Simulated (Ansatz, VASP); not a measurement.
**Ga: VASP beside Ansatz**

```
Ga
1.0
     1.47900   -4.14630    0.00000
     1.47900    4.14630    0.00000
     0.00000    0.00000    3.17000
Ga
2
Direct
  0.86700 0.13300 0.25000
  0.13300 0.86700 0.75000
```

Change from the starting cell: equal xx and yy strain of +2 %, crystal datasets.

Alike in both runs: task electric field gradients; functional PBE; k mesh 12 × 12 × 10; occupations fermi-dirac, width 0.08 eV; no spin polarisation.

```csv
,VASP,Ansatz
version,VASP 6.6.1,Ansatz 0.2.0
potentials or method,"VASP PAW PBE potentials, release 64 (Ga_d), cutoff 520 eV","all-electron PAW with datasets made for the crystal, scalar-relativistic"
```

|  | VASP | Ansatz | Ansatz less VASP |
| --- | --- | --- | --- |
| pressure (GPa) | -0.1 | -0.2 | -0.08 |
| traceless stress, the component that is largest in VASP (GPa) | -2.27 | -2.25 | +0.014 |
| rms of the force components (eV/Å) | 0.105 | 0.104 | -0.0010 |
| size of Vzz on the site where it differs most (V/Å²) | 25.9 | 27.6 | +1.72 |

Atom by atom the forces differ by 0.001 eV/Å (rms over components). Ansatz ran all-electron here, and VASP with PAW potentials. Ansatz's warnings: printed levels off.
